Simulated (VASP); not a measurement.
Set up this calculation in VASP 6.6.1, as the native input.

```
Task                   : single point
Functional             : PBE
Potentials or basis    : VASP PAW PBE potentials, release 64 (Mg, O)
Cutoff                 : 520 eV
k mesh                 : 9 × 9 × 6
Occupations            : gaussian, width 0.05 eV
Spin                   : no spin polarisation
Dipole correction      : no
Further INCAR settings : ALGO = Normal; EDIFF = 1e-07; NBANDS = 16
```

The structure of MgO lies in POSCAR:

```
MgO
1.0
    3.5623398291      0.0000000000      0.0000000000
   -1.7811699146      3.0850767889      0.0000000000
    0.0000000000      0.0000000000      4.1406048166
Mg O
2 2
Direct
    0.6666666667      0.3333333333      0.7500000000
    0.3333333333      0.6666666667      0.2500000000
    0.6666666667      0.3333333333      0.2500000000
    0.3333333333      0.6666666667      0.7500000000
```

This cell differs from its parent crystal: the cell strained.

The input as run:

INCAR

```
SYSTEM = MgO
PREC     = Accurate       ! precision mode
ENCUT    = 520            ! plane-wave cutoff, eV
EDIFF    = 1E-7           ! SCF threshold, eV
ISMEAR   = 0              ! smearing method
SIGMA    = 0.05           ! smearing width, eV
LREAL    = .FALSE.        ! projectors in reciprocal space
LASPH    = .TRUE.         ! aspherical terms in the spheres
NELM     = 60             ! most SCF steps
ALGO     = Normal         ! electronic algorithm
ISIF     = 2              ! what is computed and relaxed
LWAVE    = .FALSE.        ! write WAVECAR
LCHARG   = .FALSE.        ! write CHGCAR
GGA      = PE             ! functional
NBANDS   = 16             ! bands
```

KPOINTS

```
Automatic mesh
0
G
  9 9 6
  0 0 0
```

Potentials or basis: VASP PAW PBE potentials, release 64 (Mg, O).

The run is started by

```bash
$ cat potpaw_PBE.64/Mg/POTCAR potpaw_PBE.64/O/POTCAR > POTCAR
$ mpirun -np 1 vasp_std > vasp.out
```

It gave:

| Property | Result |
| --- | --- |
| Pressure | -0.1 GPa |
| Band gap on the k mesh | 3.31 eV |

Caveat: the cell differs from its parent crystal (the cell strained).

Run time: 17 s on 1 thread of Intel(R) Xeon(R) Platinum 8488C (Sapphire Rapids), with other jobs on the host, peak memory 0.18 GiB.
